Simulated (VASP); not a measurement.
Crystal: SrO.

```xyz
2
Lattice="0.0000 2.4811 2.4811 2.4811 0.0000 2.4811 2.4811 2.4811 0.0000" Properties=species:S:1:pos:R:3 pbc="T T T"
Sr    0.0000    0.0000    0.0000
O     2.4811    2.4811    2.4811
```

This cell differs from its parent crystal: strain -3.8%.

Program: VASP 6.6.1. Alike in all runs: task single point; potentials or basis VASP PAW PBE potentials, release 64 (Sr_sv, O); no spin polarisation; cell as given; cutoff (eV) 520.

Question: Order these runs on this cell by their band gap on the k mesh, lowest first.
A. level PBE; k mesh 8 × 8 × 8; smearing fermi-dirac 0.02 eV
B. level HSE06; k mesh 6 × 6 × 6; smearing gaussian 0.01 eV; grid for exact exchange (PRECFOCK) Normal; screening parameter 0.2079 1/Å
C. level r2SCAN; k mesh 8 × 8 × 8; smearing gaussian 0.01 eV

Answer: A (3.17 eV), C (3.65 eV), B (4.68 eV).

A k mesh can miss the band edges.
